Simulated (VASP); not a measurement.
# Si2W (MoSi2 type) (I4/mmm) in VASP: further runs

Runs on Si2W (MoSi2 type). Level: PBE. Tasks: single point, relaxation of cell and atoms.

Program: VASP 6.6.1. These are calculated values, not measurements. Logs are shortened: lines on timing, memory, paths and dates and some standing lists are left out, and cuts for length are marked.

## 1. The cell of the first run

It takes space group I4/mmm (No. 139, tetragonal). Conventional cell: a = 3.229 Å, b = 3.229 Å, c = 7.867 Å, α = 90.00°, β = 90.00°, γ = 90.00°. Within 3.5 Å of W (site symmetry 4/mmm) lie 10 Si at 2.63 Å and 4 W at 3.23 Å. Within 3.4 Å of Si (site symmetry 4mm) lie 9 Si at 2.60 to 3.23 Å and 5 W at 2.63 Å.

## 2. Single point, PBE

Contents of INCAR:

```
PREC = Accurate
ENCUT = 520
EDIFF = 1E-6
ISMEAR = -1
SIGMA = 0.05
LREAL = F
LASPH = T
NELM = 80
ALGO = Normal
ISIF = 2
LWAVE = F
LCHARG = F
GGA = PE
NBANDS = 18
```

Contents of KPOINTS:

```
regular mesh
0
Gamma
  14 14 14
```

Contents of POSCAR:

```
Si2W
1.0
   -1.6145235495      1.6145235495      3.9334830509
    1.6145235495     -1.6145235495      3.9334830509
    1.6145235495      1.6145235495     -3.9334830509
W Si
1 2
Direct
    0.0000000000      0.0000000000      0.0000000000
    0.3345834506      0.3345834506      0.0000000000
   -0.3345834506     -0.3345834506      0.0000000000
```

Potentials or basis: VASP PAW PBE potentials, release 64 (W_sv, Si).

Started as:

```bash
$ cat potpaw_PBE.64/W_sv/POTCAR potpaw_PBE.64/Si/POTCAR > POTCAR
$ mpirun -np 1 vasp_std > vasp.out
```

OUTCAR:

```text
PREC = Accurate
   ENCUT = 520
   EDIFF = 1E-6
   ISMEAR = -1
   LREAL = F
   LASPH = T
   NELM = 80
   ISIF = 2
   GGA = PE

 ion  position               nearest neighbor table
   1  0.000  0.000  0.000-   3 2.63   3 2.63   3 2.63   2 2.63   3 2.63   2 2.63   2 2.63   2 2.63
                             2 2.63   3 2.63
   2  0.335  0.335  0.000-   3 2.60   1 2.63   1 2.63   1 2.63   1 2.63   1 2.63   3 2.64   3 2.64
                             3 2.64   3 2.64
   3  0.665  0.665  0.000-   2 2.60   1 2.63   1 2.63   1 2.63   1 2.63   1 2.63   2 2.64   2 2.64
                             2 2.64   2 2.64

  LATTYP: Found a body centered tetragonal cell.
 ALAT       =     3.2290470990
 C/A-ratio  =     2.4363119709

  Lattice vectors:

 A1 = (  -1.6145235495,   1.6145235495,   3.9334830509)
 A2 = (   1.6145235495,  -1.6145235495,   3.9334830509)
 A3 = (   1.6145235495,   1.6145235495,  -3.9334830509)

Analysis of symmetry for initial positions (statically):
=====================================================================
 Subroutine PRICEL returns:
 Original cell was already a primitive cell.

 Routine SETGRP: Setting up the symmetry group for a
 body centered tetragonal supercell.

 Subroutine GETGRP returns: Found 16 space group operations
 (whereof 16 operations were pure point group operations)
 out of a pool of 16 trial point group operations.

The static configuration has the point symmetry D_4h.

Analysis of symmetry for dynamics (positions and initial velocities):
=====================================================================
 Subroutine PRICEL returns:
 Original cell was already a primitive cell.

 Routine SETGRP: Setting up the symmetry group for a
 body centered tetragonal supercell.

 Subroutine GETGRP returns: Found 16 space group operations
 (whereof 16 operations were pure point group operations)
 out of a pool of 16 trial point group operations.

The dynamic configuration has the point symmetry D_4h.

 Subroutine INISYM returns: Found 16 space group operations
 (whereof 16 operations are pure point group operations),
 and found     1 'primitive' translations

----------------------------------------------------------------------------------------

                                     Primitive cell

  volume of cell :      41.0134

  direct lattice vectors                    reciprocal lattice vectors
    -1.614523550  1.614523550  3.933483051     0.000000000  0.309688886  0.127113806
     1.614523550 -1.614523550  3.933483051     0.309688886  0.000000000  0.127113806
     1.614523550  1.614523550 -3.933483051     0.309688886  0.309688886  0.000000000

  length of vectors
     4.548149238  4.548149238  4.548149238     0.334761297  0.334761297  0.437966223

  position of ions in fractional coordinates (direct lattice)
     0.000000000  0.000000000  0.000000000
     0.334583451  0.334583451  0.000000000
     0.665416549  0.665416549  0.000000000

  ion indices of the primitive-cell ions
   primitive index   ion index
                 1           1
                 2           2
                 3           3

----------------------------------------------------------------------------------------

 KPOINTS: regular mesh

Automatic generation of k-mesh.
 Grid dimensions read from file:
 generate k-points for:   14   14   14

 Generating k-lattice:

  Cartesian coordinates                     Fractional coordinates (reciprocal lattice)
     0.000000000  0.022120635  0.009079558     0.071428571  0.000000000  0.000000000
     0.022120635  0.000000000  0.009079558     0.000000000  0.071428571  0.000000000
     0.022120635  0.022120635  0.000000000     0.000000000  0.000000000  0.071428571

  Length of vectors
     0.023911521  0.023911521  0.031283302

  Shift w.r.t. Gamma in fractional coordinates (k-lattice)
     0.000000000  0.000000000  0.000000000

 Subroutine IBZKPT returns following result:
 ===========================================

 Found    244 irreducible k-points:

 Following reciprocal coordinates:
            Coordinates               Weight
  0.000000  0.000000  0.000000      1.000000
  0.071429  0.000000  0.000000      8.000000
  0.142857  0.000000  0.000000      8.000000
  0.214286  0.000000  0.000000      8.000000
  0.285714  0.000000  0.000000      8.000000
  0.357143  0.000000 -0.000000      8.000000
[... 16 lines left out ...]
  0.214286  0.142857  0.000000     16.000000
  0.285714  0.142857 -0.000000     16.000000
 [... further k-points ...]
   k-points           NKPTS =    244   k-points in BZ     NKDIM =    244   number of bands    NBANDS=     18
   number of dos      NEDOS =    301   number of ions     NIONS =      3
   total plane-waves  NPLWV =  46656
   dimension x,y,z NGX =    36 NGY =   36 NGZ =   36
   dimension x,y,z NGXF=    72 NGYF=   72 NGZF=   72
   ions per type =               1   2
   NGX,Y,Z   is equivalent  to a cutoff of  13.16, 13.16, 13.16 a.u.
   NGXF,Y,Z  is equivalent  to a cutoff of  26.32, 26.32, 26.32 a.u.
 SYSTEM =  unknown system
   PREC   = accura    normal or accurate (medium, high low for compatibility)
   ISTART =      0    job   : 0-new  1-cont  2-samecut
   ICHARG =      2    charge: 1-file 2-atom 10-const
   ISPIN  =      1    spin polarized calculation?
   LNONCOLLINEAR =      F non collinear calculations
   LSORBIT =      F    spin-orbit coupling
   LASPH  =      T    aspherical Exc in radial PAW
   ENCUT  =  520.0 eV  38.22 Ry    6.18 a.u.   8.46  8.46  8.46*2*pi/ulx,y,z
   NELM   =     80;   NELMIN=  2; NELMDL= -5     # of ELM steps
   EDIFF  = 0.1E-05   stopping-criterion for ELM
   LREAL  =      F    real-space projection
   EDIFFG = 0.1E-04   stopping-criterion for IOM
   NSW    =      0    number of steps for IOM
   IBRION =     -1    ionic relax: 0-MD 1-quasi-New 2-CG
   NFREE  =      0    steps in history (QN), initial steepest desc. (CG)
   ISIF   =      2    stress and relaxation
   ISYM   =      2    0-nonsym 1-usesym 2-fastsym
   POTIM  = 0.5000    time-step for ionic-motion
   TEBEG  =    0.0;   TEEND  =   0.0 temperature during run
   PSTRESS=    0.0 pullay stress
   NELECT =      22.0000    total number of electrons
   NUPDOWN=      -1.0000    fix difference up-down
   EMIN   =  10.00;   EMAX   =-10.00  energy-range for DOS
   EFERMI =   0.00;   METHOD = LEGACY
   ISMEAR =    -1;   SIGMA  =   0.05  broadening in eV -4-tet -1-fermi 0-gaus
   EFERMI_NEDOS =   21; number of points for ismear=-14 and -15
   IALGO  =     38    algorithm
   IMIX   =      4    mixing-type and parameters
     AMIX     =   0.40;   BMIX     =  1.00
     AMIX_MAG =   1.60;   BMIX_MAG =  1.00
  volume/ion in A,a.u.               =      13.67        92.26
  Fermi-wavevector in a.u.,A,eV,Ry     =   1.330170  2.513656 24.073487  1.769351
  Thomas-Fermi vector in A             =   2.459277
   LORBIT       =      0    0 simple, 1 ext, 2 COOP (PROOUT), +10 PAW based schemes
   GGA     = PE    functional components
[... 5 lines left out ...]
 non-spin polarized calculation
  energy-cutoff  :      520.00
  volume of cell :       41.01
 maximum number of plane-waves:      1134
 NGX is ok and might be reduce to    36
   NGX = 17   NGY = 17   NGZ = 17

 number of electron      22.0000000 magnetization

 Free energy of the ion-electron system (eV)
  ---------------------------------------------------
  ext. energy  EPLUGINS =         0.00000000
  ---------------------------------------------------
  free energy    TOTEN  =       -24.81575069 eV

  energy without entropy =      -24.81373100  energy(sigma->0) =      -24.81474085

 E-fermi :  11.7582     XC(G=0): -12.4610

 val. band max:       11.7219086478   @ k =  -0.3571  -0.4286   0.3571
 cond. band min:      11.7605457482   @ k =  -0.4286  -0.4286   0.2857
 fundamental gap:      0.0386371004
 Fermi energy:        11.7582480131

 k-point     1 :       0.0000    0.0000    0.0000
  band No.  band energies     occupation
      1     -62.1261      2.00000
      2     -26.3734      2.00000
      3     -26.3597      2.00000
      4     -26.3597      2.00000
      5      -2.2029      2.00000
      6       4.9983      2.00000
[... 10 lines left out ...]
     17      17.3561      0.00000
     18      17.3561      0.00000

 k-point     2 :       0.0714    0.0000    0.0000
  band No.  band energies     occupation
      1     -62.1258      2.00000
      2     -26.3726      2.00000
      3     -26.3699      2.00000
      4     -26.3587      2.00000
      5      -2.1067      2.00000
      6       5.0028      2.00000
[... 10 lines left out ...]
     17      17.3659      0.00000
     18      17.7151      0.00000

 k-point     3 :       0.1429    0.0000    0.0000
  band No.  band energies     occupation
      1     -62.1248      2.00000
      2     -26.3988      2.00000
      3     -26.3704      2.00000
      4     -26.3561      2.00000
      5      -1.8214      2.00000
      6       4.9884      2.00000
[... 10 lines left out ...]
     17      17.5307      0.00000
     18      18.5542      0.00000

 k-point     4 :       0.2143    0.0000    0.0000
  band No.  band energies     occupation
      1     -62.1234      2.00000
      2     -26.4401      2.00000
      3     -26.3673      2.00000
      4     -26.3523      2.00000
      5      -1.3571      2.00000
      6       4.8503      2.00000
[... 375 lines left out ...]
      4     -26.3685      2.00000
      5      -1.3439      2.00000
      6       4.5465      2.00000
[... 10 lines left out ...]
     17      18.2598      0.00000
     18      18.9101      0.00000

 k-point    23 :       0.2143    0.1429    0.0000
  band No.  band energies     occupation
      1     -62.1221      2.00000
      2     -26.4360      2.00000
      3     -26.3907      2.00000
      4     -26.3654      2.00000
      5      -0.8482      2.00000
      6       4.3519      2.00000
[... 10 lines left out ...]
     17      18.0444      0.00000
     18      19.8783      0.00000

 k-point    24 :       0.2857    0.1429   -0.0000
  band No.  band energies     occupation
      1     -62.1205      2.00000
      2     -26.4810      2.00000
      3     -26.3861      2.00000
      4     -26.3617      2.00000
      5      -0.2054      2.00000
      6       4.0706      2.00000
[... 10 lines left out ...]
     17      18.5937      0.00000
     18      19.9271      0.00000

 [... further k-points ...]
[... 5 lines left out ...]
  --------------------------------------------------------------------------------------
  -------------------------------------------------------------------------------------
  Total        0.0291583      0.0291583      0.0052868      0.0000000      0.0000000      0.0000000
  in kB        1.1390603      1.1390603      0.2065256      0.0000000      0.0000000      0.0000000
  external PRESSURE =       0.8282154 kB  Pullay stress =       0.0000000 kB

 VOLUME and BASIS-vectors are now :
 -----------------------------------------------------------------------------
  energy-cutoff  :      520.00
  volume of cell :       41.01
      direct lattice vectors                 reciprocal lattice vectors
    -1.614523550  1.614523550  3.933483051     0.000000000  0.309688886  0.127113806
     1.614523550 -1.614523550  3.933483051     0.309688886  0.000000000  0.127113806
     1.614523550  1.614523550 -3.933483051     0.309688886  0.309688886  0.000000000

 POSITION                                       TOTAL-FORCE (eV/Angst)
 -----------------------------------------------------------------------------------
      0.00000      0.00000      0.00000         0.000000      0.000000     -0.000000
      0.00000      0.00000      2.63216        -0.000000     -0.000000     -0.002773
      0.00000      0.00000      5.23481         0.000000      0.000000      0.002773
 -----------------------------------------------------------------------------------
    total drift:                               -0.000000      0.000000      0.000000

  FREE ENERGIE OF THE ION-ELECTRON SYSTEM (eV)
  ---------------------------------------------------
  free  energy   TOTEN  =       -24.8157506947 eV

  energy  without entropy=      -24.8137310049  energy(sigma->0) =      -24.81474085
```

Wall time 3.1 min (1 thread of Intel Xeon Platinum 8375C at 2.90GHz (Ice Lake), shared host); peak memory 0.33 GiB.

What came out:

```
Free energy            : -24.8158 eV
Pressure               : 0.1 GPa
Band gap on the k mesh : zero (band 11 reaches 12.46 eV, above the bottom of band 12 at 11.22 eV)
```

Forces in eV/Å, atoms in the order of the input:
```
W    0.000  0.000  0.000
Si   0.000  0.000 -0.003
Si   0.000  0.000  0.003
```

Caveat: spin-orbit coupling is left out, which moves the levels of the heavy elements.

## 3. Single point, PBE

Contents of INCAR:

```
PREC = Accurate ; ENCUT = 520
EDIFF = 1E-7 ; ISMEAR = -1
SIGMA = 0.05 ; LREAL = F
LASPH = T ; NELM = 100
ALGO = Normal ; ISIF = 2
LWAVE = F ; LCHARG = F
GGA = PE ; NBANDS = 18
```

KPOINTS is that of step 2.

Contents of POSCAR:

```
Si2W
1.0
   -1.6145529857      1.6145529857      3.9331578673
    1.6145529857     -1.6145529857      3.9331578673
    1.6145529857      1.6145529857     -3.9331578673
W Si
1 2
Direct
    0.0000000000      0.0000000000      0.0000000000
    0.3345939886      0.3345939886      0.0000000000
   -0.3345939886     -0.3345939886      0.0000000000
```

Potentials or basis: VASP PAW PBE potentials, release 64 (W_sv, Si).

Started as:

```bash
$ cat potpaw_PBE.64/W_sv/POTCAR potpaw_PBE.64/Si/POTCAR > POTCAR
$ mpirun -np 1 vasp_std > vasp.out
```

OUTCAR:

```text
PREC = Accurate
   ENCUT = 520
   EDIFF = 1E-7
   ISMEAR = -1
   LREAL = F
   LASPH = T
   NELM = 100
   ISIF = 2
   GGA = PE

 ion  position               nearest neighbor table
   1  0.000  0.000  0.000-   2 2.63   3 2.63   3 2.63   3 2.63   3 2.63   2 2.63   2 2.63   2 2.63
                             2 2.63   3 2.63
   2  0.335  0.335  0.000-   3 2.60   1 2.63   1 2.63   1 2.63   1 2.63   1 2.63   3 2.64   3 2.64
                             3 2.64   3 2.64
   3  0.665  0.665  0.000-   2 2.60   1 2.63   1 2.63   1 2.63   1 2.63   1 2.63   2 2.64   2 2.64
                             2 2.64   2 2.64

[... 696 lines left out ...]

 [... further k-points ...]
[... 5 lines left out ...]
  --------------------------------------------------------------------------------------
  -------------------------------------------------------------------------------------
  Total        0.0361548      0.0361548      0.0263898      0.0000000      0.0000000      0.0000000
  in kB        1.4124430      1.4124430      1.0309586      0.0000000      0.0000000      0.0000000
  external PRESSURE =       1.2852815 kB  Pullay stress =       0.0000000 kB

 VOLUME and BASIS-vectors are now :
 -----------------------------------------------------------------------------
  energy-cutoff  :      520.00
  volume of cell :       41.01
      direct lattice vectors                 reciprocal lattice vectors
    -1.614552986  1.614552986  3.933157867     0.000000000  0.309683240  0.127124315
     1.614552986 -1.614552986  3.933157867     0.309683240  0.000000000  0.127124315
     1.614552986  1.614552986 -3.933157867     0.309683240  0.309683240  0.000000000

 POSITION                                       TOTAL-FORCE (eV/Angst)
 -----------------------------------------------------------------------------------
      0.00000      0.00000      0.00000        -0.000000     -0.000000     -0.000000
      0.00000      0.00000      2.63202        -0.000000     -0.000000     -0.004500
      0.00000      0.00000      5.23429         0.000000      0.000000      0.004500
 -----------------------------------------------------------------------------------
    total drift:                                0.000000     -0.000000     -0.000000

  FREE ENERGIE OF THE ION-ELECTRON SYSTEM (eV)
  ---------------------------------------------------
  free  energy   TOTEN  =       -24.8157490284 eV

  energy  without entropy=      -24.8137345460  energy(sigma->0) =      -24.81474179
```

Run time: 3.4 min. Hardware: 1 thread of Intel Xeon Platinum 8375C at 2.90GHz (Ice Lake), shared host; peak memory 0.33 GiB.

What came out:

* Free energy: -24.8157 eV
* Pressure: 0.1 GPa
* Largest force: 0.004 eV/Å
* Band gap on the k mesh: zero (band 11 reaches 12.46 eV, above the bottom of band 12 at 11.22 eV)

Forces in eV/Å, atoms in the order of the input:
```
W    0.000  0.000  0.000
Si   0.000  0.000 -0.004
Si   0.000  0.000  0.004
```

Caveat: spin-orbit coupling is left out, which moves the levels of the heavy elements.

[end of part 1 of 3]
